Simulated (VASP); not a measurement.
# Al9H in VASP: a series of runs, part 2 of 2

VASP 6.6.1. Earlier steps stand in the parts before.

### 3 Single point, PBE

INCAR reads:

```
SYSTEM = Al9H
  PREC = Accurate
  ENCUT = 520
  EDIFF = 1E-6
  ISMEAR = 0
  SIGMA = 0.1
  LREAL = .False.
  LASPH = .True.
  NELM = 60
  ALGO = Normal
  ISIF = 2
  LWAVE = .False.
  LCHARG = .False.
  LDIPOL = .True.
  IDIPOL = 3
  DIPOL = 0.5 0.5 0.311
  GGA = PE
  NBANDS = 25
```

KPOINTS reads:

```
regular mesh
0
Gamma
  9 3 1
  0 0 0
```

POSCAR reads:

```
Al9H
1.0
    2.8543223330      0.0000000000      0.0000000000
   -1.4271611665      9.7033329366      0.0000000000
    0.0000000000      0.0000000000     21.7902708969
Al H
9 1
Direct
    0.5324485604      0.0648971207      0.1835681630
    0.6709687938      0.3419375876      0.2292758741
    0.2986728405      0.5973456810      0.2384174163
    0.9263768872      0.8527537744      0.2475589585
    0.0639738222      0.1277383808      0.2937147080
    0.1995905480      0.4042696935      0.3452583266
    0.8288544886      0.6597110299      0.3524478004
    0.4526361687      0.9111292155      0.3607640453
    0.5925232094      0.1814597089      0.4034034702
    0.9675232094      0.5564597089      0.4575560783
```

Potentials or basis: VASP PAW PBE potentials, release 64 (Al, H).

Launch:

```
cat potpaw_PBE.64/Al/POTCAR potpaw_PBE.64/H/POTCAR > POTCAR
mpirun -np 1 vasp_std > vasp.out
```

OUTCAR:

```text
SYSTEM = Al9H
   PREC = Accurate
   ENCUT = 520
   EDIFF = 1E-6
   ISMEAR = 0
   LREAL = .False.
   LASPH = .True.
   NELM = 60
   ISIF = 2
   GGA = PE

 ion  position               nearest neighbor table
   1  0.532  0.065  0.184-   5 2.86   5 2.86   2 2.87   4 2.87   4 2.87
   2  0.671  0.342  0.229-   1 2.87   3 2.87   3 2.87   5 2.89   5 2.89   6 2.96   6 2.97
   3  0.299  0.597  0.238-   4 2.87   4 2.87   2 2.87   2 2.87   7 2.93   7 2.93   6 2.99
   4  0.926  0.853  0.248-   5 2.85   3 2.87   3 2.87   1 2.87   1 2.87   8 2.90   8 2.91   7 2.96

   5  0.064  0.128  0.294-   9 2.83   9 2.83   4 2.85   1 2.86   1 2.86   2 2.89   2 2.89   6 2.91
[... 636 lines left out ...]
 VOLUME and BASIS-vectors are now :
 -----------------------------------------------------------------------------
  energy-cutoff  :      520.00
  volume of cell :      603.51
      direct lattice vectors                 reciprocal lattice vectors
     2.854322333  0.000000000  0.000000000     0.350345856  0.051528686  0.000000000
    -1.427161166  9.703332937  0.000000000     0.000000000  0.103057373  0.000000000
     0.000000000  0.000000000 21.790270897     0.000000000  0.000000000  0.045892041

 POSITION                                       TOTAL-FORCE (eV/Angst)
 -----------------------------------------------------------------------------------
      1.42716      0.62972      4.00000         0.012997      0.157732     -0.025982
      1.42716      3.31793      4.99598         0.004147      0.019475     -0.045863
     -0.00000      5.79624      5.19518         0.010355     -0.035425      0.050054
      1.42716      8.27455      5.39438         0.010086     -0.108172     -0.201588
      0.00030      1.23949      6.40012        -0.024831      0.027515     -0.027134
     -0.00726      3.92276      7.52327        -0.068754     -0.025937      0.219316
      1.42430      6.40140      7.67993         0.206229     -0.293483      1.215106
     -0.00836      8.84099      7.86115         0.005800     -0.107409      0.041608
      1.43228      1.76076      8.79027         0.001403      0.087121      0.055813
      1.96747      5.39951      9.97027        -0.157431      0.278583     -1.281330
 -----------------------------------------------------------------------------------
    total drift:                                0.000039     -0.000029      0.000030

  FREE ENERGIE OF THE ION-ELECTRON SYSTEM (eV)
  ---------------------------------------------------
  free  energy   TOTEN  =       -32.2589502663 eV

  energy  without entropy=      -32.2352690247  energy(sigma->0) =      -32.24710965

 vacuum level on the upper side and lower side of the slab         3.597         2.714
```

stdout:

```text
POSCAR found type information on POSCAR AlH
 POSCAR found :  2 types and      10 ions
 scaLAPACK will be used
 LDA part: xc-table for (Slater+PW92), standard interpolation
 -----------------------------------------------------------------------------
|                                                                             |
|           W    W    AA    RRRRR   N    N  II  N    N   GGGG   !!!           |
|           W    W   A  A   R    R  NN   N  II  NN   N  G    G  !!!           |
|           W    W  A    A  R    R  N N  N  II  N N  N  G       !!!           |
|           W WW W  AAAAAA  RRRRR   N  N N  II  N  N N  G  GGG   !            |
|           WW  WW  A    A  R   R   N   NN  II  N   NN  G    G                |
|           W    W  A    A  R    R  N    N  II  N    N   GGGG   !!!           |
|                                                                             |
|     Your reciprocal lattice and k-lattice belong to different lattice       |
|     classes:                                                                |
|                                                                             |
|        The reciprocal lattice is base centered orthorhombic,                |
|        whereas your k-lattice is simple monoclinic.                         |
|                                                                             |
|     Results are often still useful ...                                      |
|                                                                             |
 -----------------------------------------------------------------------------

 POSCAR, INCAR and KPOINTS ok, starting setup
 FFT: planning ... GRIDC
 FFT: planning ... GRID_SOFT
 FFT: planning ... GRID
 WAVECAR not read
 entering main loop
```

It took 3.9 min on 1 thread of AMD EPYC 9R45 (Zen 5), shared host; peak memory 0.65 GiB.

What came out:

```yaml
Free_energy: -32.2590 eV
Largest_force: 1.321 eV/Å
Band_gap_on_the_k_mesh: zero (band 14 reaches -1.12 eV, above the bottom of band 15 at -1.78 eV)
```

Forces on the atoms (eV/Å):
```
Al   0.013  0.158 -0.026
Al   0.004  0.019 -0.046
Al   0.010 -0.035  0.050
Al   0.010 -0.108 -0.202
Al  -0.025  0.028 -0.027
Al  -0.069 -0.026  0.219
Al   0.206 -0.293  1.215
Al   0.006 -0.107  0.042
Al   0.001  0.087  0.056
H   -0.157  0.279 -1.281
```

### 4 Single point, PBE

INCAR reads:

```
ALGO = Normal
DIPOL = 0.5 0.5 0.315
EDIFF = 1E-7
ENCUT = 520
GGA = PE
IDIPOL = 3
ISIF = 2
ISMEAR = 0
LASPH = T
LCHARG = F
LDIPOL = T
LREAL = F
LWAVE = F
NBANDS = 25
NELM = 60
PREC = Accurate
SIGMA = 0.1
```

KPOINTS reads:

```
k-points
0
Gamma
  9 3 1
```

Edit POSCAR of step 3 so:

```diff
@@ -17,2 +17,2 @@
     0.5925232094      0.1814597089      0.4034034702
-    0.9675232094      0.5564597089      0.4575560783
+    0.9675232094      0.5564597089      0.4983999946
```

Launch:

```
cat potpaw_PBE.64/Al/POTCAR potpaw_PBE.64/H/POTCAR > POTCAR
mpirun -np 1 vasp_std > vasp.out
```

It took 4.1 min on 1 thread of AMD EPYC 9R45 (Zen 5), shared host; peak memory 0.66 GiB.

Results (log left out):

```yaml
Free_energy: -31.5661 eV
Largest_force: 0.420 eV/Å
Band_gap_on_the_k_mesh: zero (band 14 reaches -1.32 eV, above the bottom of band 15 at -2.40 eV)
```

Forces in eV/Å, atoms in the order of the input:
```
Al   0.011  0.180  0.034
Al   0.003  0.093 -0.018
Al  -0.005 -0.008 -0.057
Al   0.001 -0.202 -0.192
Al  -0.008  0.024 -0.038
Al   0.000  0.110  0.112
Al   0.030 -0.157  0.388
Al   0.003 -0.074  0.101
Al  -0.008  0.023  0.050
H   -0.027  0.010 -0.379
```

Levels at points of the mesh, in eV from the Fermi level:
```
           k point  band 12  band 13  band 14  band 15  band 16  band 17
(0.00, 0.00, 0.00)    -1.59    -1.42    -1.03    -0.79     1.09     1.99
```
